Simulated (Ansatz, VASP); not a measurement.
Two plane-wave programs on Ag2OsO4

```
Ag Os O
1.0
     4.19263    0.00000    0.00000
     0.00000    4.19263    0.00000
     0.00000    0.00000    6.43799
Ag Os O
2 1 4
Direct
  0.50000 0.00000 0.50000
  0.00000 0.50000 0.50000
  0.00000 0.00000 0.00000
  0.76966 0.23034 0.82831
  0.23034 0.23034 0.17169
  0.23034 0.76966 0.82831
  0.76966 0.76966 0.17169
```

Change from the starting cell: species swapped into the CdIn2Se4 type (P-42m, No. 111).

Alike in both runs: functional PBE; k mesh 4 × 4 × 4; occupations gaussian, width 0.1 eV; collinear spin.

Ansatz relaxed the structure, and its values are those at the end. VASP's run is a single point on that final structure, the one shown.

|  | VASP | Ansatz |
| --- | --- | --- |
| version | VASP 6.6.1 | Ansatz 0.2.0 |
| potentials or method | VASP PAW PBE potentials, release 64 (Ag_sv_GW, Os_sv_GW, O), cutoff 700 eV | scalar-relativistic, plane waves, PAW |
| valence electrons in the cell | 78 | 78 |

```csv
,VASP,Ansatz,Ansatz less VASP
gap on the k mesh at the Fermi level (eV),none,none,-
pressure (GPa),0.7,0.1,-0.53
rms of the force components (eV/Å),0.114,0.003,-0.1115
net moment per atom (μB),0.00,0.00,0.000
```

A gap of «none» marks a metal or a gap that the smearing closes. Ansatz's warnings: cell relax basis refresh, seeded moment not kept.

The k mesh is coarse, so the values compare programs but aren't converged. Neither program's run includes spin-orbit coupling.
